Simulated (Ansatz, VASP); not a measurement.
**One calculation of As, two programs**

```
CELL_PARAMETERS angstrom
3.40700 0.00000 0.00000
-1.70350 2.95055 0.00000
0.00000 0.00000 28.00000
ATOMIC_POSITIONS crystal
As 0.33333 0.66667 0.51057
As 0.66667 0.33333 0.48943
```

Alike in both runs: task single point; functional LDA; k mesh 9 × 9 × 1; occupations gaussian, width 0.02 eV; no spin polarisation.

```csv
,VASP,Ansatz
version,VASP 6.6.1,Ansatz 0.2.0
potentials or method,"VASP PAW LDA potentials, release 64 (As), cutoff 520 eV","scalar-relativistic, plane waves, PAW"
valence electrons in the cell,10,30
```

|  | VASP | Ansatz | Ansatz less VASP |
| --- | --- | --- | --- |
| gap on the k mesh at the Fermi level (eV) | none | none | - |
| rms of the force components (eV/Å) | 4.389 | 4.314 | -0.0748 |

LDA's correlation is that of Perdew and Zunger in VASP and of Perdew and Wang (1992) in Ansatz. Atom by atom the forces differ by 0.075 eV/Å (rms over components). A gap of «none» marks a metal or a gap that the smearing closes. VASP's potentials hold 10 valence electrons a cell and Ansatz's 30, so a difference there can come from the potentials and not from the codes.
